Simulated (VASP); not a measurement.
# Ge in VASP: further runs

The runs below take Ge through electric field gradients, with PBE.

All numbers are computed with VASP 6.6.1; they aren't measurements. Logs are shortened: lines on timing, memory, paths and dates and some standing lists are left out, and cuts for length are marked.

## (1) The cell of the first run

The structure is cubic, space group Fd-3m (No. 227). Conventional cell: a = 5.658 Å, b = 5.658 Å, c = 5.658 Å, α = 90.00°, β = 90.00°, γ = 90.00°. Ge (site symmetry -43m) has 4 Ge at 2.45 Å within 3.2 Å.

## (2) Electric field gradients, PBE

INCAR reads:

```
SYSTEM = Ge
PREC = Accurate ; ENCUT = 520
EDIFF = 1E-8 ; ISMEAR = -1
SIGMA = 0.05 ; LREAL = .FALSE.
LASPH = .TRUE. ; NELM = 80
ALGO = Normal ; ISIF = 2
LWAVE = .FALSE. ; LCHARG = .FALSE.
GGA = PE ; LEFG = .TRUE.
NBANDS = 21
```

KPOINTS reads:

```
Automatic mesh
0
G
  6 6 6
  0 0 0
```

POSCAR reads:

```
Ge
1.0
    0.0000000000      2.8287700000      2.8287700000
    2.8287700000      0.0000000000      2.8287700000
    2.8287700000      2.8287700000      0.0000000000
Ge
2
Direct
    0.5000000000      0.5000000000      0.5000000000
    0.7500000000      0.7500000000      0.7500000000
```

Potentials or basis: VASP PAW PBE potentials, release 64 (Ge_d).

On the command line:

```sh
> cat potpaw_PBE.64/Ge_d/POTCAR > POTCAR
> mpirun -np 1 vasp_std > vasp.out
```

OUTCAR:

```text
SYSTEM = Ge
   PREC = Accurate
   ENCUT = 520
   EDIFF = 1E-8
   ISMEAR = -1
   LREAL = .FALSE.
   LASPH = .TRUE.
   NELM = 80
   ISIF = 2
   GGA = PE

 ion  position               nearest neighbor table
   1  0.500  0.500  0.500-   2 2.45   2 2.45   2 2.45   2 2.45
   2  0.750  0.750  0.750-   1 2.45   1 2.45   1 2.45   1 2.45

  LATTYP: Found a face centered cubic cell.
 ALAT       =     5.6575400000

  Lattice vectors:

 A1 = (   0.0000000000,   2.8287700000,   2.8287700000)
 A2 = (   2.8287700000,   0.0000000000,   2.8287700000)
 A3 = (   2.8287700000,   2.8287700000,   0.0000000000)

Analysis of symmetry for initial positions (statically):
=====================================================================
 Subroutine PRICEL returns:
 Original cell was already a primitive cell.

 Routine SETGRP: Setting up the symmetry group for a
 face centered cubic supercell.

 Subroutine GETGRP returns: Found 48 space group operations
 (whereof 24 operations were pure point group operations)
 out of a pool of 48 trial point group operations.

The static configuration has the point symmetry T_d .
 The point group associated with its full space group is O_h .

Analysis of symmetry for dynamics (positions and initial velocities):
=====================================================================
 Subroutine PRICEL returns:
 Original cell was already a primitive cell.

 Routine SETGRP: Setting up the symmetry group for a
 face centered cubic supercell.

 Subroutine GETGRP returns: Found 48 space group operations
 (whereof 24 operations were pure point group operations)
 out of a pool of 48 trial point group operations.

The dynamic configuration has the point symmetry T_d .
 The point group associated with its full space group is O_h .

 Subroutine INISYM returns: Found 48 space group operations
 (whereof 24 operations are pure point group operations),
 and found     1 'primitive' translations

----------------------------------------------------------------------------------------

                                     Primitive cell

  volume of cell :      45.2713

  direct lattice vectors                    reciprocal lattice vectors
     0.000000000  2.828770000  2.828770000    -0.176755268  0.176755268  0.176755268
     2.828770000  0.000000000  2.828770000     0.176755268 -0.176755268  0.176755268
     2.828770000  2.828770000  0.000000000     0.176755268  0.176755268 -0.176755268

  length of vectors
     4.000484899  4.000484899  4.000484899     0.306149105  0.306149105  0.306149105

  position of ions in fractional coordinates (direct lattice)
     0.500000000  0.500000000  0.500000000
     0.750000000  0.750000000  0.750000000

  ion indices of the primitive-cell ions
   primitive index   ion index
                 1           1
                 2           2

----------------------------------------------------------------------------------------

 KPOINTS: Automatic mesh

Automatic generation of k-mesh.
 Grid dimensions read from file:
 generate k-points for:    6    6    6

 Generating k-lattice:

  Cartesian coordinates                     Fractional coordinates (reciprocal lattice)
    -0.029459211  0.029459211  0.029459211     0.166666667  0.000000000  0.000000000
     0.029459211 -0.029459211  0.029459211     0.000000000  0.166666667  0.000000000
     0.029459211  0.029459211 -0.029459211     0.000000000  0.000000000  0.166666667

  Length of vectors
     0.051024851  0.051024851  0.051024851

  Shift w.r.t. Gamma in fractional coordinates (k-lattice)
     0.000000000  0.000000000  0.000000000

 Subroutine IBZKPT returns following result:
 ===========================================

 Found     16 irreducible k-points:

 Following reciprocal coordinates:
            Coordinates               Weight
  0.000000  0.000000  0.000000      1.000000
  0.166667  0.000000  0.000000      8.000000
  0.333333  0.000000  0.000000      8.000000
  0.500000  0.000000  0.000000      4.000000
  0.166667  0.166667  0.000000      6.000000
  0.333333  0.166667  0.000000     24.000000
[... 8 lines left out ...]
 -0.333333  0.333333  0.166667     24.000000
 -0.333333  0.500000  0.166667     12.000000
   k-points           NKPTS =     16   k-points in BZ     NKDIM =     16   number of bands    NBANDS=     21
   number of dos      NEDOS =    301   number of ions     NIONS =      2
   total plane-waves  NPLWV =  27000
   dimension x,y,z NGX =    30 NGY =   30 NGZ =   30
   dimension x,y,z NGXF=    60 NGYF=   60 NGZF=   60
   ions per type =               2
   NGX,Y,Z   is equivalent  to a cutoff of  12.47, 12.47, 12.47 a.u.
   NGXF,Y,Z  is equivalent  to a cutoff of  24.93, 24.93, 24.93 a.u.
 SYSTEM =  Ge
   PREC   = accura    normal or accurate (medium, high low for compatibility)
   ISTART =      0    job   : 0-new  1-cont  2-samecut
   ICHARG =      2    charge: 1-file 2-atom 10-const
   ISPIN  =      1    spin polarized calculation?
   LNONCOLLINEAR =      F non collinear calculations
   LSORBIT =      F    spin-orbit coupling
   LASPH  =      T    aspherical Exc in radial PAW
   ENCUT  =  520.0 eV  38.22 Ry    6.18 a.u.   7.44  7.44  7.44*2*pi/ulx,y,z
   NELM   =     80;   NELMIN=  2; NELMDL= -5     # of ELM steps
   EDIFF  = 0.1E-07   stopping-criterion for ELM
   LREAL  =      F    real-space projection
   EDIFFG = 0.1E-06   stopping-criterion for IOM
   NSW    =      0    number of steps for IOM
   IBRION =     -1    ionic relax: 0-MD 1-quasi-New 2-CG
   NFREE  =      0    steps in history (QN), initial steepest desc. (CG)
   ISIF   =      2    stress and relaxation
   ISYM   =      2    0-nonsym 1-usesym 2-fastsym
   POTIM  = 0.5000    time-step for ionic-motion
   TEBEG  =    0.0;   TEEND  =   0.0 temperature during run
   PSTRESS=    0.0 pullay stress
   NELECT =      28.0000    total number of electrons
   NUPDOWN=      -1.0000    fix difference up-down
   EMIN   =  10.00;   EMAX   =-10.00  energy-range for DOS
   EFERMI =   0.00;   METHOD = LEGACY
   ISMEAR =    -1;   SIGMA  =   0.05  broadening in eV -4-tet -1-fermi 0-gaus
   EFERMI_NEDOS =   21; number of points for ismear=-14 and -15
   IALGO  =     38    algorithm
   IMIX   =      4    mixing-type and parameters
     AMIX     =   0.40;   BMIX     =  1.00
     AMIX_MAG =   1.60;   BMIX_MAG =  1.00
  volume/ion in A,a.u.               =      22.64       152.75
  Fermi-wavevector in a.u.,A,eV,Ry     =   1.394825  2.635838 26.470653  1.945538
  Thomas-Fermi vector in A             =   2.518337
   LORBIT       =      0    0 simple, 1 ext, 2 COOP (PROOUT), +10 PAW based schemes
   GGA     = PE    functional components
   LHFCALC =     F    Hartree Fock is set to
   AEXX    =    0.0000 exact exchange contribution
   IVDW    =     0    specifies the selected vdW correction
   LEPSILON=     F    determine dielectric tensor
   LRPA    =     F    only Hartree local field effects (RPA)
 non-spin polarized calculation
  energy-cutoff  :      520.00
  volume of cell :       45.27
 maximum number of plane-waves:      1243
 NGX is ok and might be reduce to    30
   NGX = 15   NGY = 15   NGZ = 15

 number of electron      28.0000022 magnetization

 Free energy of the ion-electron system (eV)
  ---------------------------------------------------
  ext. energy  EPLUGINS =         0.00000000
  ---------------------------------------------------
  free energy    TOTEN  =        -8.96550498 eV

  energy without entropy =       -8.96391685  energy(sigma->0) =       -8.96471092

 E-fermi :   5.0521     XC(G=0):  -9.9183

 val. band max:        5.0399472122   @ k =   0.0000   0.0000   0.0000
 cond. band min:       5.1873318420   @ k =   0.5000   0.0000   0.0000
 fundamental gap:      0.1473846298
 Fermi energy:         5.0521317816

 k-point     1 :       0.0000    0.0000    0.0000
  band No.  band energies     occupation
      1     -19.8096      2.00000
      2     -19.8096      2.00000
      3     -19.8096      2.00000
      4     -19.7736      2.00000
      5     -19.7736      2.00000
      6     -19.5628      2.00000
[... 13 lines left out ...]
     20      14.4811      0.00000
     21      14.4811      0.00000

 k-point     2 :       0.1667    0.0000    0.0000
  band No.  band energies     occupation
      1     -19.8215      2.00000
      2     -19.8215      2.00000
      3     -19.8053      2.00000
      4     -19.7561      2.00000
      5     -19.7561      2.00000
      6     -19.5798      2.00000
[... 13 lines left out ...]
     20      13.3523      0.00000
     21      13.3523      0.00000

 k-point     3 :       0.3333    0.0000    0.0000
  band No.  band energies     occupation
      1     -19.8316      2.00000
      2     -19.8316      2.00000
      3     -19.7965      2.00000
      4     -19.7370      2.00000
      5     -19.7370      2.00000
      6     -19.5940      2.00000
[... 13 lines left out ...]
     20      13.9764      0.00000
     21      13.9764      0.00000

 k-point     4 :       0.5000    0.0000    0.0000
  band No.  band energies     occupation
      1     -19.8340      2.00000
      2     -19.8340      2.00000
      3     -19.7920      2.00000
      4     -19.7316      2.00000
      5     -19.7316      2.00000
      6     -19.5972      2.00000
[... 13 lines left out ...]
     20      16.0949      0.00000
     21      16.2253      0.00000

 k-point     5 :       0.1667    0.1667    0.0000
  band No.  band energies     occupation
      1     -19.8191      2.00000
      2     -19.8191      2.00000
      3     -19.8186      2.00000
      4     -19.7578      2.00000
      5     -19.7360      2.00000
      6     -19.6136      2.00000
[... 13 lines left out ...]
     20      13.4132      0.00000
     21      14.9534      0.00000
[... 190 lines left out ...]
     20      16.6166      0.00000
     21      17.8450      0.00000

 k-point    14 :       0.5000    0.3333    0.1667
  band No.  band energies     occupation
      1     -19.8489      2.00000
      2     -19.8459      2.00000
      3     -19.7706      2.00000
      4     -19.7166      2.00000
      5     -19.6823      2.00000
      6     -19.6661      2.00000
[... 13 lines left out ...]
     20      14.9529      0.00000
     21      17.4112      0.00000

 k-point    15 :      -0.3333    0.3333    0.1667
  band No.  band energies     occupation
      1     -19.8590      2.00000
      2     -19.8487      2.00000
      3     -19.7485      2.00000
      4     -19.6985      2.00000
      5     -19.6759      2.00000
      6     -19.6679      2.00000
[... 13 lines left out ...]
     20      16.8022      0.00000
     21      16.9271      0.00000

 k-point    16 :      -0.3333    0.5000    0.1667
  band No.  band energies     occupation
      1     -19.8544      2.00000
      2     -19.8544      2.00000
      3     -19.7283      2.00000
      4     -19.7283      2.00000
      5     -19.6624      2.00000
      6     -19.6624      2.00000
[... 13 lines left out ...]
     20      16.0492      0.00000
     21      17.9498      0.00000

------------------------ aborting loop because EDIFF is reached ----------------------------------------

  FORCE on cell =-STRESS in cart. coord.  units (eV):
  Direction    XX          YY          ZZ          XY          YZ          ZX
  --------------------------------------------------------------------------------------
  -------------------------------------------------------------------------------------
  Total        1.0241775      1.0241775      1.0241775      0.0000000     -0.0000000     -0.0000000
  in kB       36.2462345     36.2462345     36.2462345      0.0000000     -0.0000000     -0.0000000
  external PRESSURE =      36.2462345 kB  Pullay stress =       0.0000000 kB

 VOLUME and BASIS-vectors are now :
 -----------------------------------------------------------------------------
  energy-cutoff  :      520.00
  volume of cell :       45.27
      direct lattice vectors                 reciprocal lattice vectors
     0.000000000  2.828770000  2.828770000    -0.176755268  0.176755268  0.176755268
     2.828770000  0.000000000  2.828770000     0.176755268 -0.176755268  0.176755268
     2.828770000  2.828770000  0.000000000     0.176755268  0.176755268 -0.176755268

 POSITION                                       TOTAL-FORCE (eV/Angst)
 -----------------------------------------------------------------------------------
      2.82877      2.82877      2.82877        -0.000000     -0.000000     -0.000000
      4.24315      4.24315      4.24315         0.000000      0.000000      0.000000
 -----------------------------------------------------------------------------------
    total drift:                                0.000000     -0.000000     -0.000000

  FREE ENERGIE OF THE ION-ELECTRON SYSTEM (eV)
  ---------------------------------------------------
  free  energy   TOTEN  =        -8.9655049811 eV

  energy  without entropy=       -8.9639168539  energy(sigma->0) =       -8.96471092

 Electric field gradients (V/A^2)
---------------------------------------------------------------------
 ion       V_xx      V_yy      V_zz      V_xy      V_xz      V_yz
---------------------------------------------------------------------
   1      -0.000    -0.000    -0.000     0.004     0.004     0.004
   2      -0.000    -0.000    -0.000     0.004     0.004     0.004
---------------------------------------------------------------------

 Electric field gradients after diagonalization (V/A^2)
 (convention: |V_zz| > |V_xx| > |V_yy|)
----------------------------------------------------------------------
 ion       V_xx      V_yy      V_zz     asymmetry (V_yy - V_xx)/ V_zz
----------------------------------------------------------------------
   1      -0.004    -0.004     0.007       0.000
   2      -0.004    -0.004     0.007       0.000
----------------------------------------------------------------------

           NMR quadrupolar parameters

 Cq : quadrupolar parameter    Cq=e*Q*V_zz/h
 eta: asymmetry parameters     (V_yy - V_xx)/ V_zz
 Q  : nuclear electric quadrupole moment in mb (millibarn)
----------------------------------------------------------------------
 ion       Cq(MHz)       eta       Q (mb)
----------------------------------------------------------------------
   1       0.000       0.000       1.000
   2       0.000       0.000       1.000
----------------------------------------------------------------------
```

It took 19 s on 1 thread of Intel Xeon Platinum 8259CL at 2.50GHz (Skylake/Cascade Lake), shared host; peak memory 0.16 GiB.

What came out:

```
Free energy : -8.9655 eV
Pressure    : 3.6 GPa
```

Levels at points of the mesh, in eV from the Fermi level:
```tsv
k point	band 10	band 11	band 12	band 13	band 14	band 15	band 16	band 17	band 18	band 19
(0.00, 0.00, 0.00)	-24.60	-12.82	-0.05	-0.05	-0.05	-0.01	2.50	2.50	2.50	6.38
(0.50, 0.00, 0.00)	-24.57	-10.73	-7.65	-1.46	-1.46	0.14	3.70	3.70	7.08	10.52
(0.50, 0.50, 0.00)	-24.56	-8.94	-8.94	-3.12	-3.12	0.70	0.70	9.47	9.47	11.56
```

Caveat: without QUAD_EFG the Cq values of the log hold for a quadrupole moment of 1 mb, not for the nuclei.

[end of part 1 of 3]
